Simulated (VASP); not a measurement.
# PbSe (k07) (Fm-3m) in VASP: further runs, part 2 of 2

VASP 6.6.1. Earlier steps stand in the parts before.

## 3. Single point, PBEsol

File INCAR:

```
  PREC = Accurate
  ENCUT = 520
  EDIFF = 1E-6
  ISMEAR = 0
  SIGMA = 0.01
  LREAL = False
  LASPH = True
  NELM = 80
  ALGO = Normal
  ISIF = 2
  LWAVE = False
  LCHARG = True
  GGA = PS
  LELF = True
  LVHAR = True
  NBANDS = 17
```

File KPOINTS:

```
Automatic mesh
0
Gamma
  12 12 12
```

File POSCAR:

```
PbSe
1.0
    0.0000000000      3.0515833685      3.0515833685
    3.0515833685      0.0000000000      3.0515833685
    3.0515833685      3.0515833685      0.0000000000
Pb Se
1 1
Direct
    0.0000000000      0.0000000000      0.0000000000
    0.5000000000      0.5000000000      0.5000000000
```

Potentials or basis: VASP PAW PBE potentials, release 64 (Pb_d, Se).

Launch:

```sh
$ cat potpaw_PBE.64/Pb_d/POTCAR potpaw_PBE.64/Se/POTCAR > POTCAR
$ mpirun -np 1 vasp_std > vasp.out
```

OUTCAR:

```text
PREC = Accurate
   ENCUT = 520
   EDIFF = 1E-6
   ISMEAR = 0
   LREAL = False
   LASPH = True
   NELM = 80
   ISIF = 2
   GGA = PS

 ion  position               nearest neighbor table
   1  0.000  0.000  0.000-   2 3.05   2 3.05   2 3.05   2 3.05   2 3.05   2 3.05
   2  0.500  0.500  0.500-   1 3.05   1 3.05   1 3.05   1 3.05   1 3.05   1 3.05

  LATTYP: Found a face centered cubic cell.
 ALAT       =     6.1031667370

  Lattice vectors:

 A1 = (   0.0000000000,   3.0515833685,   3.0515833685)
 A2 = (   3.0515833685,   0.0000000000,   3.0515833685)
 A3 = (   3.0515833685,   3.0515833685,   0.0000000000)

Analysis of symmetry for initial positions (statically):
=====================================================================
 Subroutine PRICEL returns:
 Original cell was already a primitive cell.

 Routine SETGRP: Setting up the symmetry group for a
 face centered cubic supercell.

 Subroutine GETGRP returns: Found 48 space group operations
 (whereof 48 operations were pure point group operations)
 out of a pool of 48 trial point group operations.

The static configuration has the point symmetry O_h .

Analysis of symmetry for dynamics (positions and initial velocities):
=====================================================================
 Subroutine PRICEL returns:
 Original cell was already a primitive cell.

 Routine SETGRP: Setting up the symmetry group for a
 face centered cubic supercell.

 Subroutine GETGRP returns: Found 48 space group operations
 (whereof 48 operations were pure point group operations)
 out of a pool of 48 trial point group operations.

The dynamic configuration has the point symmetry O_h .

 Subroutine INISYM returns: Found 48 space group operations
 (whereof 48 operations are pure point group operations),
 and found     1 'primitive' translations

----------------------------------------------------------------------------------------

                                     Primitive cell

  volume of cell :      56.8337

  direct lattice vectors                    reciprocal lattice vectors
     0.000000000  3.051583368  3.051583368    -0.163849366  0.163849366  0.163849366
     3.051583368  0.000000000  3.051583368     0.163849366 -0.163849366  0.163849366
     3.051583368  3.051583368  0.000000000     0.163849366  0.163849366 -0.163849366

  length of vectors
     4.315590586  4.315590586  4.315590586     0.283795427  0.283795427  0.283795427

  position of ions in fractional coordinates (direct lattice)
     0.000000000  0.000000000  0.000000000
     0.500000000  0.500000000  0.500000000

  ion indices of the primitive-cell ions
   primitive index   ion index
                 1           1
                 2           2

----------------------------------------------------------------------------------------

 KPOINTS: Automatic mesh

Automatic generation of k-mesh.
 Grid dimensions read from file:
 generate k-points for:   12   12   12

 Generating k-lattice:

  Cartesian coordinates                     Fractional coordinates (reciprocal lattice)
    -0.013654114  0.013654114  0.013654114     0.083333333  0.000000000  0.000000000
     0.013654114 -0.013654114  0.013654114     0.000000000  0.083333333  0.000000000
     0.013654114  0.013654114 -0.013654114     0.000000000  0.000000000  0.083333333

  Length of vectors
     0.023649619  0.023649619  0.023649619

  Shift w.r.t. Gamma in fractional coordinates (k-lattice)
     0.000000000  0.000000000  0.000000000

 Subroutine IBZKPT returns following result:
 ===========================================

 Found     72 irreducible k-points:

 Following reciprocal coordinates:
            Coordinates               Weight
  0.000000  0.000000  0.000000      1.000000
  0.083333  0.000000  0.000000      8.000000
  0.166667  0.000000  0.000000      8.000000
  0.250000  0.000000  0.000000      8.000000
  0.333333  0.000000  0.000000      8.000000
  0.416667  0.000000  0.000000      8.000000
[... 16 lines left out ...]
  0.500000  0.166667  0.000000     24.000000
 -0.416667  0.166667  0.000000     24.000000
 [... further k-points ...]
   k-points           NKPTS =     72   k-points in BZ     NKDIM =     72   number of bands    NBANDS=     17
   number of dos      NEDOS =    301   number of ions     NIONS =      2
   total plane-waves  NPLWV =  32768
   dimension x,y,z NGX =    32 NGY =   32 NGZ =   32
   dimension x,y,z NGXF=    64 NGYF=   64 NGZF=   64
   ions per type =               1   1
   NGX,Y,Z   is equivalent  to a cutoff of  12.33, 12.33, 12.33 a.u.
   NGXF,Y,Z  is equivalent  to a cutoff of  24.65, 24.65, 24.65 a.u.
 SYSTEM =  unknown system
   PREC   = accura    normal or accurate (medium, high low for compatibility)
   ISTART =      0    job   : 0-new  1-cont  2-samecut
   ICHARG =      2    charge: 1-file 2-atom 10-const
   ISPIN  =      1    spin polarized calculation?
   LNONCOLLINEAR =      F non collinear calculations
   LSORBIT =      F    spin-orbit coupling
   LASPH  =      T    aspherical Exc in radial PAW
   ENCUT  =  520.0 eV  38.22 Ry    6.18 a.u.   8.02  8.02  8.02*2*pi/ulx,y,z
   NELM   =     80;   NELMIN=  2; NELMDL= -5     # of ELM steps
   EDIFF  = 0.1E-05   stopping-criterion for ELM
   LREAL  =      F    real-space projection
   EDIFFG = 0.1E-04   stopping-criterion for IOM
   NSW    =      0    number of steps for IOM
   IBRION =     -1    ionic relax: 0-MD 1-quasi-New 2-CG
   NFREE  =      0    steps in history (QN), initial steepest desc. (CG)
   ISIF   =      2    stress and relaxation
   ISYM   =      2    0-nonsym 1-usesym 2-fastsym
   POTIM  = 0.5000    time-step for ionic-motion
   TEBEG  =    0.0;   TEEND  =   0.0 temperature during run
   PSTRESS=    0.0 pullay stress
   NELECT =      20.0000    total number of electrons
   NUPDOWN=      -1.0000    fix difference up-down
   EMIN   =  10.00;   EMAX   =-10.00  energy-range for DOS
   EFERMI =   0.00;   METHOD = LEGACY
   ISMEAR =     0;   SIGMA  =   0.01  broadening in eV -4-tet -1-fermi 0-gaus
   EFERMI_NEDOS =   21; number of points for ismear=-14 and -15
   IALGO  =     38    algorithm
   IMIX   =      4    mixing-type and parameters
     AMIX     =   0.40;   BMIX     =  1.00
     AMIX_MAG =   1.60;   BMIX_MAG =  1.00
  volume/ion in A,a.u.               =      28.42       191.77
  Fermi-wavevector in a.u.,A,eV,Ry     =   1.155801  2.184146 18.175684  1.335875
  Thomas-Fermi vector in A             =   2.292426
   LORBIT       =      0    0 simple, 1 ext, 2 COOP (PROOUT), +10 PAW based schemes
   GGA     = PS    functional components
   LHFCALC =     F    Hartree Fock is set to
   AEXX    =    0.0000 exact exchange contribution
   IVDW    =     0    specifies the selected vdW correction
   LEPSILON=     F    determine dielectric tensor
   LRPA    =     F    only Hartree local field effects (RPA)
 non-spin polarized calculation
 Gauss-broadening in eV      SIGMA  =   0.01
  energy-cutoff  :      520.00
  volume of cell :       56.83
 maximum number of plane-waves:      1550
   NGX = 17   NGY = 17   NGZ = 17

 number of electron      20.0000003 magnetization

 Free energy of the ion-electron system (eV)
  ---------------------------------------------------
  ext. energy  EPLUGINS =         0.00000000
  ---------------------------------------------------
  free energy    TOTEN  =        -8.91644213 eV

  energy without entropy =       -8.91644213  energy(sigma->0) =       -8.91644213

 E-fermi :   5.0724     XC(G=0):  -9.7597

 val. band max:        5.0292131912   @ k =   0.5000   0.0000   0.0000
 cond. band min:       5.2012361842   @ k =   0.5000   0.0000   0.0000
 fundamental gap:      0.1720229930
 Fermi energy:         5.0723783770

 k-point     1 :       0.0000    0.0000    0.0000
  band No.  band energies     occupation
      1     -11.7394      2.00000
      2     -11.7394      2.00000
      3     -11.7394      2.00000
      4     -11.7382      2.00000
      5     -11.7382      2.00000
      6      -8.6604      2.00000
[... 9 lines left out ...]
     16      11.4507      0.00000
     17      12.9960      0.00000

 k-point     2 :       0.0833    0.0000    0.0000
  band No.  band energies     occupation
      1     -11.7402      2.00000
      2     -11.7402      2.00000
      3     -11.7392      2.00000
      4     -11.7368      2.00000
      5     -11.7368      2.00000
      6      -8.6060      2.00000
[... 9 lines left out ...]
     16      11.6167      0.00000
     17      13.6335      0.00000
[... 421 lines left out ...]
 k-point    24 :      -0.4167    0.1667    0.0000
  band No.  band energies     occupation
      1     -11.7851      2.00000
      2     -11.7557      2.00000
      3     -11.7311      2.00000
      4     -11.7128      2.00000
      5     -11.7050      2.00000
      6      -7.4441      2.00000
[... 9 lines left out ...]
     16      14.3693      0.00000
     17      16.3840      0.00000

 [... further k-points ...]
[... 5 lines left out ...]
  --------------------------------------------------------------------------------------
  -------------------------------------------------------------------------------------
  Total       -0.0040313     -0.0040313     -0.0040313      0.0000000      0.0000000     -0.0000000
  in kB       -0.1136440     -0.1136440     -0.1136440      0.0000000      0.0000000     -0.0000000
  external PRESSURE =      -0.1136440 kB  Pullay stress =       0.0000000 kB

 VOLUME and BASIS-vectors are now :
 -----------------------------------------------------------------------------
  energy-cutoff  :      520.00
  volume of cell :       56.83
      direct lattice vectors                 reciprocal lattice vectors
     0.000000000  3.051583368  3.051583368    -0.163849366  0.163849366  0.163849366
     3.051583368  0.000000000  3.051583368     0.163849366 -0.163849366  0.163849366
     3.051583368  3.051583368  0.000000000     0.163849366  0.163849366 -0.163849366

 POSITION                                       TOTAL-FORCE (eV/Angst)
 -----------------------------------------------------------------------------------
      0.00000      0.00000      0.00000        -0.000000     -0.000000     -0.000000
      3.05158      3.05158      3.05158         0.000000      0.000000      0.000000
 -----------------------------------------------------------------------------------
    total drift:                                0.000000     -0.000000     -0.000000

  FREE ENERGIE OF THE ION-ELECTRON SYSTEM (eV)
  ---------------------------------------------------
  free  energy   TOTEN  =        -8.9164421312 eV

  energy  without entropy=       -8.9164421312  energy(sigma->0) =       -8.91644213
```

stdout:

```text
POSCAR found type information on POSCAR PbSe
 POSCAR found :  2 types and       2 ions
 scaLAPACK will be used
 -----------------------------------------------------------------------------
|                                                                             |
|                                                                             |
|     You enforced a specific xc type in the INCAR file but a different       |
|     I HOPE YOU KNOW WHAT YOU ARE DOING!                                     |
|                                                                             |
 -----------------------------------------------------------------------------

 LDA part: xc-table for (Slater+PW92), standard interpolation
 POSCAR, INCAR and KPOINTS ok, starting setup
 FFT: planning ... GRIDC
 FFT: planning ... GRID_SOFT
 FFT: planning ... GRID
 WAVECAR not read
 entering main loop
```

Wall time 92 s (1 thread of AMD EPYC 7R13, shared host); peak memory 0.19 GiB.

Results:

```yaml
Free_energy: -8.9164 eV
Pressure: 0.0 GPa
Band_gap_on_the_k_mesh: 0.17 eV, direct
```

Caveat: the PAW data sets were made with another functional, which shifts forces and pressure a little; spin-orbit coupling is left out, which moves the levels of the heavy elements.

## 4. Relaxation of cell and atoms, PBEsol

This run uses another cell than the first one, of 28.71 Å³/atom, 1.010 times its volume.

File INCAR:

```
PREC     = Accurate       # precision mode
ENCUT    = 600            # plane-wave cutoff, eV
EDIFF    = 1E-7           # SCF threshold, eV
ISMEAR   = 0              # smearing method
SIGMA    = 0.01           # smearing width, eV
LREAL    = F              # projectors in reciprocal space
LASPH    = T              # aspherical terms in the spheres
NELM     = 80             # most SCF steps
ALGO     = Normal         # electronic algorithm
ISIF     = 3              # what is computed and relaxed
LWAVE    = F              # write WAVECAR
LCHARG   = F              # write CHGCAR
GGA      = PS             # functional
IBRION   = 2              # ionic algorithm
NSW      = 100            # ionic steps
EDIFFG   = -0.002         # ionic threshold
```

File KPOINTS:

```
regular mesh
0
Gamma
  12 12 12
```

File POSCAR:

```
PbSe
1.0
    0.0000000000      3.0620000000      3.0620000000
    3.0620000000      0.0000000000      3.0620000000
    3.0620000000      3.0620000000      0.0000000000
Pb Se
1 1
Direct
    0.0000000000      0.0000000000      0.0000000000
    0.5000000000      0.5000000000      0.5000000000
```

Potentials or basis: VASP PAW PBE potentials, release 64 (Pb_d, Se).

Launch:

```sh
$ cat potpaw_PBE.64/Pb_d/POTCAR potpaw_PBE.64/Se/POTCAR > POTCAR
$ mpirun -np 1 vasp_std > vasp.out
```

OUTCAR:

```text
PREC = Accurate
   ENCUT = 600
   EDIFF = 1E-7
   ISMEAR = 0
   LREAL = F
   LASPH = T
   NELM = 80
   ISIF = 3
   GGA = PS
   IBRION = 2
   NSW = 100
   EDIFFG = -0.002

 ion  position               nearest neighbor table
   1  0.000  0.000  0.000-   2 3.06   2 3.06   2 3.06   2 3.06   2 3.06   2 3.06
   2  0.500  0.500  0.500-   1 3.06   1 3.06   1 3.06   1 3.06   1 3.06   1 3.06

  LATTYP: Found a face centered cubic cell.
 ALAT       =     6.1240000000

  Lattice vectors:

 A1 = (   0.0000000000,   3.0620000000,   3.0620000000)
 A2 = (   3.0620000000,   0.0000000000,   3.0620000000)
 A3 = (   3.0620000000,   3.0620000000,   0.0000000000)

Analysis of symmetry for initial positions (statically):
=====================================================================
 Subroutine PRICEL returns:
 Original cell was already a primitive cell.

 Routine SETGRP: Setting up the symmetry group for a
 face centered cubic supercell.

 Subroutine GETGRP returns: Found 48 space group operations
 (whereof 48 operations were pure point group operations)
 out of a pool of 48 trial point group operations.

The static configuration has the point symmetry O_h .

Analysis of symmetry for dynamics (positions and initial velocities):
=====================================================================
 Subroutine PRICEL returns:
 Original cell was already a primitive cell.

[... 226 lines left out ...]
--------------------------------------- Ionic step        3  -------------------------------------------

 number of electron      20.0000000 magnetization

 Free energy of the ion-electron system (eV)
  ---------------------------------------------------
  ext. energy  EPLUGINS =         0.00000000
  ---------------------------------------------------
  free energy    TOTEN  =        -8.91663123 eV

  energy without entropy =       -8.91663123  energy(sigma->0) =       -8.91663123

 E-fermi :   5.1408     XC(G=0):  -9.7566

 val. band max:        5.0202791203   @ k =   0.5000   0.0000   0.0000
 cond. band min:       5.1946025846   @ k =   0.5000   0.0000   0.0000
 fundamental gap:      0.1743234643
 Fermi energy:         5.1408127355

 k-point     1 :       0.0000    0.0000    0.0000
  band No.  band energies     occupation
      1     -11.7468      2.00000
      2     -11.7468      2.00000
      3     -11.7468      2.00000
      4     -11.7455      2.00000
      5     -11.7455      2.00000
      6      -8.6630      2.00000
      7      -1.3051      2.00000
      8       3.1060      2.00000
      9       3.1060      2.00000
     10       3.1060      2.00000
     11       9.7082      0.00000
     12       9.7082      0.00000
     13       9.7082      0.00000
     14      11.4437      0.00000
[... 377 lines left out ...]
      1     -11.7922      2.00000
      2     -11.7629      2.00000
      3     -11.7385      2.00000
      4     -11.7202      2.00000
      5     -11.7124      2.00000
      6      -7.4485      2.00000
      7      -3.6538      2.00000
      8       1.9363      2.00000
      9       3.1319      2.00000
     10       3.8970      2.00000
     11       6.4295      0.00000
     12       7.2847      0.00000
     13       8.6945      0.00000
     14      12.8150      0.00000

 [... further k-points ...]
[... 5 lines left out ...]
  --------------------------------------------------------------------------------------
  -------------------------------------------------------------------------------------
  Total       -0.0010362     -0.0010362     -0.0010362      0.0000000      0.0000000      0.0000000
  in kB       -0.0291931     -0.0291931     -0.0291931      0.0000000      0.0000000      0.0000000
  external PRESSURE =      -0.0291931 kB  Pullay stress =       0.0000000 kB
[... 17 lines left out ...]
  FREE ENERGIE OF THE ION-ELECTRON SYSTEM (eV)
  ---------------------------------------------------
  free  energy   TOTEN  =        -8.9166312311 eV

  energy  without entropy=       -8.9166312311  energy(sigma->0) =       -8.91663123

 reached required accuracy - stopping structural energy minimisation
```

OSZICAR:

```text
N       E                     dE             d eps       ncg     rms          rms(c)
DAV:   1     0.164562098837E+03    0.16456E+03   -0.10484E+04  2016   0.161E+03
DAV:   2     0.407745463718E+01   -0.16048E+03   -0.15680E+03  2106   0.368E+02
DAV:   3    -0.886015009930E+01   -0.12938E+02   -0.12797E+02  2658   0.106E+02
[... 24 lines left out ...]
DAV:   2    -0.891696171707E+01    0.19776E-02   -0.40664E-03  2484   0.121E+00    0.944E-02
DAV:   3    -0.891663201030E+01    0.32971E-03   -0.14951E-03  2472   0.681E-01    0.166E-02
DAV:   4    -0.891663220228E+01   -0.19197E-06   -0.35024E-05  2034   0.682E-02    0.610E-03
DAV:   5    -0.891663127618E+01    0.92610E-06   -0.50274E-06  2552   0.347E-02    0.292E-03
DAV:   6    -0.891663116843E+01    0.10775E-06   -0.34525E-07  1698   0.107E-02    0.396E-04
DAV:   7    -0.891663123106E+01   -0.62628E-07   -0.23973E-08  1020   0.253E-03
   3 F= -.89166312E+01 E0= -.89166312E+01  d E =-.866796E-03
```

Run time: 4.1 min. Hardware: 1 thread of AMD EPYC 7R13, shared host; peak memory 0.23 GiB.

What came out:

- Free energy: -8.9166 eV
- Relaxed volume: 28.44 Å³/atom
- Relaxed cell: a = 4.317 Å, b = 4.317 Å, c = 4.317 Å, α = 60.00°, β = 60.00°, γ = 60.00°
- Space group after relaxing (to 0.05 Å): Fm-3m (No. 225)
- Energy gained by relaxing: 0.4 meV/atom
- Ionic steps: 3
- Pressure after relaxing: 0.0 GPa
- Band gap on the k mesh: 0.17 eV, direct

The path:
```
step  energy change (eV)  largest force (eV/Å)  pressure (GPa)  volume (Å³)
   1              0.0000                0.0000           -0.50        57.42
   2             -0.0007                0.0000            0.19        56.67
   3             -0.0009                0.0000            0.00        56.87
```

Final structure:
```
CELL_PARAMETERS angstrom
0.00000 3.05226 3.05226
3.05226 0.00000 3.05226
3.05226 3.05226 0.00000
ATOMIC_POSITIONS crystal
Pb 0.00000 0.00000 0.00000
Se 0.50000 0.50000 0.50000
```

Caveat: the PAW data sets were made with another functional, which shifts forces and pressure a little; spin-orbit coupling is left out, which moves the levels of the heavy elements.
